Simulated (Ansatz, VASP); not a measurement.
One calculation of P, two programs

```
CELL_PARAMETERS angstrom
1.72573 0.99635 3.12968
-1.72573 0.99635 3.12968
0.00000 -1.99270 3.12968
ATOMIC_POSITIONS crystal
P 0.22708 0.22708 0.22708
P 0.77292 0.77292 0.77292
```

Alike in both runs: task single point; functional PBE; k mesh 18 × 18 × 18; occupations gaussian, width 0.05 eV; no spin polarisation.

```csv
,VASP,Ansatz
version,VASP 6.6.1,Ansatz 0.2.0
potentials or method,"VASP PAW PBE potentials, release 64 (P), cutoff 520 eV","scalar-relativistic, plane waves, PAW"
valence electrons in the cell,10,10
```

|  | VASP | Ansatz | Ansatz less VASP |
| --- | --- | --- | --- |
| pressure (GPa) | 1.5 | 1.8 | +0.29 |
| traceless stress, the component that is largest in VASP (GPa) | -0.74 | -0.92 | -0.178 |
| rms of the force components (eV/Å) | 0.138 | 0.167 | +0.0291 |

Atom by atom the forces differ by 0.029 eV/Å (rms over components). The functional is the same, so the differences come from potentials, cutoffs and numerics.
